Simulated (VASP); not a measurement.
**Rb2BrCl: single point with r2SCAN**

The system is Rb2BrCl.

```
CELL_PARAMETERS angstrom
2.36629 1.36618 7.74154
-2.36629 1.36618 7.74154
0.00000 -2.73236 7.74154
ATOMIC_POSITIONS crystal
Cl 0.00000 0.00000 0.00000
Br 0.50000 0.50000 0.50000
Rb 0.25399 0.25399 0.25399
Rb 0.74601 0.74601 0.74601
```

| Item | Value |
| --- | --- |
| Program | VASP 6.6.1 |
| Task | single point |
| Functional | r2SCAN |
| Potentials or basis | VASP PAW PBE potentials, release 64 (Cl, Br, Rb_sv) |
| Cutoff | 520 eV |
| k mesh | 6 × 6 × 6 |
| Occupations | gaussian, width 0.01 eV |
| Spin | no spin polarisation |
| Dipole correction | no |
| Further INCAR settings | ALGO = Normal; EDIFF = 1e-06; NBANDS = 24 |

```yaml
Pressure: 0.5 GPa
Largest_force: 0.005 eV/Å
Band_gap_on_the_k_mesh: 5.12 eV
```

Forces on the atoms (eV/Å):
```
Cl   0.000  0.000  0.000
Br   0.000  0.000  0.000
Rb   0.000  0.000  0.005
Rb   0.000  0.000 -0.005
```

Levels at points of the mesh, in eV from the valence-band top:
```
           k point  band 13  band 14  band 15  band 16  band 17  band 18  band 19  band 20
(0.00, 0.00, 0.00)    -0.69    -0.15     0.00     0.00     5.12     7.54     8.07     8.07
(0.50, 0.00, 0.00)    -0.68    -0.61    -0.31    -0.15     7.05     7.09     7.84     8.34
(0.50, 0.50, 0.00)    -0.70    -0.44    -0.23    -0.13     6.17     7.58     8.22     8.28
(0.50, 0.50, 0.50)    -0.65    -0.51    -0.05    -0.05     6.37     6.42     7.56     8.06
```

It took 18 min on 1 thread of Oxide Virtual Turin-like Processor, with other jobs on the host, peak memory 0.66 GiB.

Caveat: the PAW data sets were made with another functional, which shifts forces and pressure a little. A k mesh can miss the band edges.
